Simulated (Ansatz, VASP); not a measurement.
## Si2As2O: VASP beside Ansatz

```
Si As O
1.0
     4.34624    0.00000    0.00000
    -2.17312    3.76396    0.00000
     0.00000    0.00000    5.19976
Si As O
2 2 1
Direct
  0.33333 0.66667 0.50000
  0.66667 0.33333 0.50000
  0.33333 0.66667 0.00000
  0.66667 0.33333 0.00000
  0.00000 0.00000 0.50000
```

Alike in both runs: functional PBE; k mesh 6 × 6 × 4; occupations gaussian, width 0.1 eV; no spin polarisation.

Ansatz relaxed the structure, and its values are those at the end. VASP's run is a single point on that final structure, the one shown.

|  | VASP | Ansatz |
| --- | --- | --- |
| version | VASP 6.6.1 | Ansatz 0.2.0 |
| potentials or method | VASP PAW PBE potentials, release 64 (Si, As, O), cutoff 520 eV | scalar-relativistic, plane waves, PAW |
| valence electrons in the cell | 24 | 44 |

```csv
,VASP,Ansatz,Ansatz less VASP
gap on the k mesh at the Fermi level (eV),none,none,-
pressure (GPa),0.1,-0.1,-0.14
```

A gap of «none» marks a metal or a gap that the smearing closes. VASP's potentials hold 24 valence electrons a cell and Ansatz's 44, so a difference there can come from the potentials and not from the codes.
